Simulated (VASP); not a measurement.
# Si2Ni (Fm-3m) in VASP: further runs

The runs below take Si2Ni through single point, with r2SCAN, PBE.

All numbers are computed with VASP 6.6.1; they aren't measurements. Logs are shortened: lines on timing, memory, paths and dates and some standing lists are left out, and cuts for length are marked.

## Step 1: The cell of the first run

The structure is cubic, space group Fm-3m (No. 225). Conventional cell: a = 5.477 Å, b = 5.477 Å, c = 5.477 Å, α = 90.00°, β = 90.00°, γ = 90.00°. Ni (site symmetry m-3m) has 8 Si at 2.37 Å within 3.1 Å. Within 3.1 Å of Si (site symmetry -43m) lie 4 Ni at 2.37 Å and 6 Si at 2.74 Å.

## Step 2: Single point, r2SCAN, collinear spin, ferromagnetic start

Contents of POSCAR:

```
Si2Ni
1.0
    0.0000000000      2.7385698685      2.7385698685
    2.7385698685      0.0000000000      2.7385698685
    2.7385698685      2.7385698685      0.0000000000
Ni Si
1 2
Direct
    0.0000000000      0.0000000000      0.0000000000
    0.7500000000      0.7500000000      0.7500000000
    0.2500000000      0.2500000000      0.2500000000
```

Contents of INCAR.step1:

```
SYSTEM = Si2Ni
  PREC = Accurate
  ENCUT = 520
  ISMEAR = -1
  SIGMA = 0.05
  LREAL = .FALSE.
  LASPH = .TRUE.
  NELM = 150
  ISPIN = 2
  MAGMOM = 1 0 0
  LMAXMIX = 4
  NBANDS = 20
  GGA = PE
  ALGO = Normal
  EDIFF = 1E-4
  LWAVE = .TRUE.
  LCHARG = .FALSE.
```

Contents of INCAR.step2:

```
SYSTEM = Si2Ni
  PREC = Accurate
  ENCUT = 520
  EDIFF = 1E-6
  ISMEAR = -1
  SIGMA = 0.05
  LREAL = .FALSE.
  LASPH = .TRUE.
  NELM = 150
  ALGO = Normal
  ISIF = 2
  LWAVE = .FALSE.
  LCHARG = .FALSE.
  ISPIN = 2
  MAGMOM = 1 0 0
  LORBIT = 11
  LMAXMIX = 4
  METAGGA = R2SCAN
  LMIXTAU = .TRUE.
  NBANDS = 20
  ISTART = 1
```

Contents of KPOINTS:

```
regular mesh
0
G
  9 9 9
  0 0 0
```

Potentials or basis: VASP PAW PBE potentials, release 64 (Ni, Si).

Run with:

```console
$ cat potpaw_PBE.64/Ni/POTCAR potpaw_PBE.64/Si/POTCAR > POTCAR
$ cp INCAR.step1 INCAR
$ mpirun -np 1 vasp_std > vasp.out
$ cp INCAR.step2 INCAR
$ mpirun -np 1 vasp_std > vasp.out
```

OUTCAR:

```text
SYSTEM = Si2Ni
   PREC = Accurate
   ENCUT = 520
   EDIFF = 1E-6
   ISMEAR = -1
   LREAL = .FALSE.
   LASPH = .TRUE.
   NELM = 150
   ISIF = 2
   ISPIN = 2
   LORBIT = 11
   METAGGA = R2SCAN
   ISTART = 1

 ion  position               nearest neighbor table
   1  0.000  0.000  0.000-   2 2.37   2 2.37   2 2.37   3 2.37   3 2.37   3 2.37   3 2.37   2 2.37

   2  0.750  0.750  0.750-   1 2.37   1 2.37   1 2.37   1 2.37   3 2.74   3 2.74   3 2.74   3 2.74
                             3 2.74   3 2.74
   3  0.250  0.250  0.250-   1 2.37   1 2.37   1 2.37   1 2.37   2 2.74   2 2.74   2 2.74   2 2.74
                             2 2.74   2 2.74

  LATTYP: Found a face centered cubic cell.
 ALAT       =     5.4771397370

  Lattice vectors:

 A1 = (   0.0000000000,   2.7385698685,   2.7385698685)
 A2 = (   2.7385698685,   0.0000000000,   2.7385698685)
 A3 = (   2.7385698685,   2.7385698685,   0.0000000000)

Analysis of symmetry for initial positions (statically):
=====================================================================
 Subroutine PRICEL returns:
 Original cell was already a primitive cell.

 Routine SETGRP: Setting up the symmetry group for a
 face centered cubic supercell.

 Subroutine GETGRP returns: Found 48 space group operations
 (whereof 48 operations were pure point group operations)
 out of a pool of 48 trial point group operations.

The static configuration has the point symmetry O_h .

Analysis of symmetry for dynamics (positions and initial velocities):
=====================================================================
 Subroutine PRICEL returns:
 Original cell was already a primitive cell.

 Routine SETGRP: Setting up the symmetry group for a
 face centered cubic supercell.

 Subroutine GETGRP returns: Found 48 space group operations
 (whereof 48 operations were pure point group operations)
 out of a pool of 48 trial point group operations.

The dynamic configuration has the point symmetry O_h .

Analysis of structural, dynamic, and magnetic symmetry:
=====================================================================
 Subroutine PRICEL returns:
 Original cell was already a primitive cell.

 Routine SETGRP: Setting up the symmetry group for a
 face centered cubic supercell.

 Subroutine GETGRP returns: Found 48 space group operations
 (whereof 48 operations were pure point group operations)
 out of a pool of 48 trial point group operations.

The overall configuration has the point symmetry O_h .

 Subroutine INISYM returns: Found 48 space group operations
 (whereof 48 operations are pure point group operations),
 and found     1 'primitive' translations

----------------------------------------------------------------------------------------

                                     Primitive cell

  volume of cell :      41.0773

  direct lattice vectors                    reciprocal lattice vectors
     0.000000000  2.738569868  2.738569868    -0.182577047  0.182577047  0.182577047
     2.738569868  0.000000000  2.738569868     0.182577047 -0.182577047  0.182577047
     2.738569868  2.738569868  0.000000000     0.182577047  0.182577047 -0.182577047

  length of vectors
     3.872922650  3.872922650  3.872922650     0.316232722  0.316232722  0.316232722

  position of ions in fractional coordinates (direct lattice)
     0.000000000  0.000000000  0.000000000
     0.750000000  0.750000000  0.750000000
     0.250000000  0.250000000  0.250000000

  ion indices of the primitive-cell ions
   primitive index   ion index
                 1           1
                 2           2
                 3           3

----------------------------------------------------------------------------------------

 KPOINTS: regular mesh

Automatic generation of k-mesh.
 Grid dimensions read from file:
 generate k-points for:    9    9    9

 Generating k-lattice:

  Cartesian coordinates                     Fractional coordinates (reciprocal lattice)
    -0.020286339  0.020286339  0.020286339     0.111111111  0.000000000  0.000000000
     0.020286339 -0.020286339  0.020286339     0.000000000  0.111111111  0.000000000
     0.020286339  0.020286339 -0.020286339     0.000000000  0.000000000  0.111111111

  Length of vectors
     0.035136969  0.035136969  0.035136969

  Shift w.r.t. Gamma in fractional coordinates (k-lattice)
     0.000000000  0.000000000  0.000000000

 Subroutine IBZKPT returns following result:
 ===========================================

 Found     35 irreducible k-points:

 Following reciprocal coordinates:
            Coordinates               Weight
  0.000000  0.000000  0.000000      1.000000
  0.111111  0.000000  0.000000      8.000000
  0.222222  0.000000  0.000000      8.000000
  0.333333  0.000000  0.000000      8.000000
  0.444444  0.000000  0.000000      8.000000
  0.111111  0.111111  0.000000      6.000000
[... 16 lines left out ...]
 -0.333333  0.333333  0.000000     12.000000
  0.444444  0.444444  0.000000      6.000000
 [... further k-points ...]
   k-points           NKPTS =     35   k-points in BZ     NKDIM =     35   number of bands    NBANDS=     20
   number of dos      NEDOS =    301   number of ions     NIONS =      3
   total plane-waves  NPLWV =  27000
   dimension x,y,z NGX =    30 NGY =   30 NGZ =   30
   dimension x,y,z NGXF=    60 NGYF=   60 NGZF=   60
   ions per type =               1   2
   NGX,Y,Z   is equivalent  to a cutoff of  12.88, 12.88, 12.88 a.u.
   NGXF,Y,Z  is equivalent  to a cutoff of  25.76, 25.76, 25.76 a.u.
 SYSTEM =  Si2Ni
   PREC   = accura    normal or accurate (medium, high low for compatibility)
   ISTART =      1    job   : 0-new  1-cont  2-samecut
   ICHARG =      0    charge: 1-file 2-atom 10-const
   ISPIN  =      2    spin polarized calculation?
   LNONCOLLINEAR =      F non collinear calculations
   LSORBIT =      F    spin-orbit coupling
   LASPH  =      T    aspherical Exc in radial PAW
   ENCUT  =  520.0 eV  38.22 Ry    6.18 a.u.   7.20  7.20  7.20*2*pi/ulx,y,z
   NELM   =    150;   NELMIN=  2; NELMDL=  0     # of ELM steps
   EDIFF  = 0.1E-05   stopping-criterion for ELM
   LREAL  =      F    real-space projection
   EDIFFG = 0.1E-04   stopping-criterion for IOM
   NSW    =      0    number of steps for IOM
   IBRION =     -1    ionic relax: 0-MD 1-quasi-New 2-CG
   NFREE  =      0    steps in history (QN), initial steepest desc. (CG)
   ISIF   =      2    stress and relaxation
   ISYM   =      2    0-nonsym 1-usesym 2-fastsym
   POTIM  = 0.5000    time-step for ionic-motion
   TEBEG  =    0.0;   TEEND  =   0.0 temperature during run
   PSTRESS=    0.0 pullay stress
   NELECT =      18.0000    total number of electrons
   NUPDOWN=      -1.0000    fix difference up-down
   EMIN   =  10.00;   EMAX   =-10.00  energy-range for DOS
   EFERMI =   0.00;   METHOD = LEGACY
   ISMEAR =    -1;   SIGMA  =   0.05  broadening in eV -4-tet -1-fermi 0-gaus
   EFERMI_NEDOS =   21; number of points for ismear=-14 and -15
   IALGO  =     38    algorithm
   IMIX   =      4    mixing-type and parameters
     AMIX     =   0.40;   BMIX     =  1.00
     AMIX_MAG =   1.60;   BMIX_MAG =  1.00
  volume/ion in A,a.u.               =      13.69        92.40
  Fermi-wavevector in a.u.,A,eV,Ry     =   1.243460  2.349799 21.037232  1.546193
  Thomas-Fermi vector in A             =   2.377770
   LORBIT       =     11    0 simple, 1 ext, 2 COOP (PROOUT), +10 PAW based schemes
   METAGGA = R2SCAN    functional components
   LHFCALC =     F    Hartree Fock is set to
   AEXX    =    0.0000 exact exchange contribution
   IVDW    =     0    specifies the selected vdW correction
   LEPSILON=     F    determine dielectric tensor
   LRPA    =     F    only Hartree local field effects (RPA)
 spin polarized calculation
  energy-cutoff  :      520.00
  volume of cell :       41.08
 maximum number of plane-waves:      1125
 NGX is ok and might be reduce to    30
   NGX = 15   NGY = 15   NGZ = 15

 number of electron      17.9999999 magnetization      -0.0000002

 number of electron      17.9999999 magnetization       0.0000001

 Free energy of the ion-electron system (eV)
  ---------------------------------------------------
  ext. energy  EPLUGINS =         0.00000000
  ---------------------------------------------------
  free energy    TOTEN  =       -30.48784565 eV

  energy without entropy =      -30.48032724  energy(sigma->0) =      -30.48408645

 E-fermi :   9.8928     XC(G=0): -12.1750

 val. band max:        9.8370025953   @ k =   0.3333   0.2222   0.0000
 cond. band min:       9.9519427579   @ k =   0.2222   0.0000   0.0000
 fundamental gap:      0.1149401626
 Fermi energy:         9.8927561386

 spin component 1

 k-point     1 :       0.0000    0.0000    0.0000
  band No.  band energies     occupation
      1      -4.3490      1.00000
      2       4.6494      1.00000
      3       4.6494      1.00000
      4       4.6494      1.00000
      5       6.3590      1.00000
      6       6.3590      1.00000
[... 12 lines left out ...]
     19      19.5609      0.00000
[... 513 lines left out ...]
      4       5.1518      1.00000
      5       5.1518      1.00000
      6       6.4497      1.00000
[... 12 lines left out ...]
     19      24.1341      0.00000
     20      24.1341      0.00000

 [... further k-points ...]

 spin component 2

 k-point     1 :       0.0000    0.0000    0.0000
  band No.  band energies     occupation
      1      -4.3490      1.00000
      2       4.6494      1.00000
      3       4.6494      1.00000
      4       4.6494      1.00000
      5       6.3590      1.00000
      6       6.3590      1.00000
[... 12 lines left out ...]
     19      19.5609      0.00000
[... 513 lines left out ...]
      4       5.1518      1.00000
      5       5.1518      1.00000
      6       6.4497      1.00000
[... 12 lines left out ...]
     19      24.1341      0.00000
     20      24.1341      0.00000

 [... further k-points ...]

------------------------ aborting loop because EDIFF is reached ----------------------------------------

  FORCE on cell =-STRESS in cart. coord.  units (eV):
  Direction    XX          YY          ZZ          XY          YZ          ZX
  --------------------------------------------------------------------------------------
  -------------------------------------------------------------------------------------
  Total       -1.7533574     -1.7533574     -1.7533574     -0.0000000     -0.0000000     -0.0000000
  in kB      -68.3879462    -68.3879462    -68.3879462     -0.0000000     -0.0000000     -0.0000000
  external PRESSURE =     -68.3879462 kB  Pullay stress =       0.0000000 kB

 VOLUME and BASIS-vectors are now :
 -----------------------------------------------------------------------------
  energy-cutoff  :      520.00
  volume of cell :       41.08
      direct lattice vectors                 reciprocal lattice vectors
     0.000000000  2.738569868  2.738569868    -0.182577047  0.182577047  0.182577047
     2.738569868  0.000000000  2.738569868     0.182577047 -0.182577047  0.182577047
     2.738569868  2.738569868  0.000000000     0.182577047  0.182577047 -0.182577047

 POSITION                                       TOTAL-FORCE (eV/Angst)
 -----------------------------------------------------------------------------------
      0.00000      0.00000      0.00000        -0.000000     -0.000000     -0.000000
      4.10785      4.10785      4.10785        -0.000000     -0.000000     -0.000000
      1.36928      1.36928      1.36928         0.000000      0.000000      0.000000
 -----------------------------------------------------------------------------------
    total drift:                                0.000000     -0.000000     -0.000000

  FREE ENERGIE OF THE ION-ELECTRON SYSTEM (eV)
  ---------------------------------------------------
  free  energy   TOTEN  =       -30.4878456542 eV

  energy  without entropy=      -30.4803272381  energy(sigma->0) =      -30.48408645

 total charge

# of ion       s       p       d       tot
------------------------------------------
    1        0.556   0.784   8.435   9.775
    2        0.737   0.832   0.000   1.569
    3        0.737   0.832   0.000   1.569
--------------------------------------------------
tot          2.030   2.448   8.435  12.913

 magnetization (x)

# of ion       s       p       d       tot
------------------------------------------
    1        0.000   0.000  -0.000  -0.000
    2        0.000   0.000   0.000   0.000
    3        0.000   0.000   0.000   0.000
--------------------------------------------------
tot          0.000   0.000  -0.000   0.000
```

Run time: 4.4 min. Hardware: 1 thread of Intel Xeon Platinum 8375C at 2.90GHz (Ice Lake), shared host; peak memory 0.22 GiB.

What came out:

- Free energy: -30.4878 eV
- Pressure: -6.8 GPa
- Band gap on the k mesh: zero (filled and empty bands overlap)
- Net moment: 0.00 μB per cell
- Valence electrons inside the program's atomic spheres: Ni 9.78; Si 1.57

Caveat: the PAW data sets were made with another functional, which shifts forces and pressure a little.

## Step 3: Single point, r2SCAN, collinear spin, ferromagnetic start

This run uses another cell than the first one, of 13.96 Å³/atom, 1.019 times its volume.

Contents of POSCAR:

```
Si2Ni
1.0
    0.0000000000      2.7560134590      2.7560134590
    2.7560134590      0.0000000000      2.7560134590
    2.7560134590      2.7560134590      0.0000000000
Ni Si
1 2
Direct
    0.0000000000      0.0000000000      0.0000000000
    0.7500000000      0.7500000000      0.7500000000
    0.2500000000      0.2500000000      0.2500000000
```

Contents of INCAR.step1:

```
PREC = Accurate
ENCUT = 520
ISMEAR = -1
SIGMA = 0.05
LREAL = F
LASPH = T
NELM = 150
ISPIN = 2
MAGMOM = 1 0 0
LMAXMIX = 4
NBANDS = 20
GGA = PE
ALGO = Normal
EDIFF = 1E-4
LWAVE = T
LCHARG = F
```

Contents of INCAR.step2:

```
PREC = Accurate
ENCUT = 520
EDIFF = 1E-7
ISMEAR = -1
SIGMA = 0.05
LREAL = F
LASPH = T
NELM = 150
ALGO = Normal
ISIF = 2
LWAVE = F
LCHARG = T
ISPIN = 2
MAGMOM = 1 0 0
LORBIT = 11
LMAXMIX = 4
METAGGA = R2SCAN
LMIXTAU = T
LELF = T
LVHAR = T
NBANDS = 20
ISTART = 1
```

Contents of KPOINTS:

```
Automatic mesh
0
Gamma
  9 9 9
```

Potentials or basis: VASP PAW PBE potentials, release 64 (Ni, Si).

Run with:

```console
$ cat potpaw_PBE.64/Ni/POTCAR potpaw_PBE.64/Si/POTCAR > POTCAR
$ cp INCAR.step1 INCAR
$ mpirun -np 1 vasp_std > vasp.out
$ cp INCAR.step2 INCAR
$ mpirun -np 1 vasp_std > vasp.out
```

It took 5.8 min on 1 thread of Intel Xeon Platinum 8375C at 2.90GHz (Ice Lake), shared host; peak memory 0.22 GiB.

The run converged. Its results:

```
Free energy                                           : -30.4485 eV
Pressure                                              : -9.1 GPa
Band gap on the k mesh                                : zero (filled and empty bands overlap)
Net moment                                            : 0.00 μB per cell
Valence electrons inside the program's atomic spheres : Ni 9.73; Si 1.56
```

Levels at points of the mesh, in eV from the Fermi level:
Spin up:
| k point | band 6 | band 7 | band 8 | band 9 | band 10 | band 11 | band 12 | band 13 |
| --- | --- | --- | --- | --- | --- | --- | --- | --- |
| (0.00, 0.00, 0.00) | -3.42 | -0.44 | 1.66 | 1.66 | 1.66 | 2.42 | 2.42 | 2.42 |
Spin down:
```csv
k point,band 7,band 8,band 9,band 10,band 11,band 12
"(0.00, 0.00, 0.00)",-0.44,1.66,1.66,1.66,2.42,2.42
```

Caveat: the PAW data sets were made with another functional, which shifts forces and pressure a little.

## Step 4: Single point, PBE, collinear spin, ferromagnetic start

This run uses another cell than the first one, of 13.43 Å³/atom, 0.981 times its volume.

Contents of INCAR:

```
SYSTEM = Si2Ni
ALGO = Normal
EDIFF = 1E-6
ENCUT = 520
GGA = PE
ISIF = 2
ISMEAR = -1
ISPIN = 2
LASPH = .TRUE.
LCHARG = .FALSE.
LMAXMIX = 4
LORBIT = 11
LREAL = .FALSE.
LWAVE = .FALSE.
MAGMOM = 1 0 0
NBANDS = 20
NELM = 150
PREC = Accurate
SIGMA = 0.05
```

Contents of KPOINTS:

```
k-points
0
G
  9 9 9
  0 0 0
```

Contents of POSCAR:

```
Si2Ni
1.0
    0.0000000000      2.7209011839      2.7209011839
    2.7209011839      0.0000000000      2.7209011839
    2.7209011839      2.7209011839      0.0000000000
Ni Si
1 2
Direct
    0.0000000000      0.0000000000      0.0000000000
    0.7500000000      0.7500000000      0.7500000000
    0.2500000000      0.2500000000      0.2500000000
```

Run with:

```console
$ cat potpaw_PBE.64/Ni/POTCAR potpaw_PBE.64/Si/POTCAR > POTCAR
$ mpirun -np 1 vasp_std > vasp.out
```

Run time: 56 s. Hardware: 1 thread of Intel Xeon Platinum 8488C (Sapphire Rapids), shared host; peak memory 0.21 GiB.

It converged, with:

| Property | Result |
| --- | --- |
| Free energy | -17.3754 eV |
| Pressure | 0.7 GPa |
| Band gap on the k mesh | zero (filled and empty bands overlap) |
| Net moment | 0.00 μB per cell |
| Valence electrons inside the program's atomic spheres | Ni 9.76; Si 1.58 |

Levels at points of the mesh, in eV from the Fermi level:
Spin up:
```
           k point  band 5  band 6  band 7  band 8  band 9  band 10  band 11  band 12  band 13  band 14
(0.00, 0.00, 0.00)   -3.40   -3.40   -0.46    1.67    1.67     1.67     2.31     2.31     2.31     4.68
```
Spin down:
```csv
k point,band 7,band 8,band 9,band 10,band 11,band 12
"(0.00, 0.00, 0.00)",-0.46,1.67,1.67,1.67,2.31,2.31
```

## Step 5: The runs side by side

```tsv
level	cell	gap on the mesh (eV)	pressure (GPa)	moment (μB)
r2SCAN	a = 3.873 Å, angles 60.0°, 3 atoms	none	-6.8	0.00
r2SCAN	a = 3.898 Å, angles 60.0°, 3 atoms	none	-9.1	0.00
PBE	a = 3.848 Å, angles 60.0°, 3 atoms	none	0.7	0.00
```

Alike in all rows: task single point; potentials or basis VASP PAW PBE potentials, release 64 (Ni, Si); spin collinear, ferromagnetic start; k mesh 9 × 9 × 9; cutoff (eV) 520; smearing fermi-dirac 0.05 eV.

Caveats: the PAW data sets were made with another functional, which shifts forces and pressure a little (some runs).

Total energies depend on the potentials used, so only differences within one code and one set of settings carry meaning.
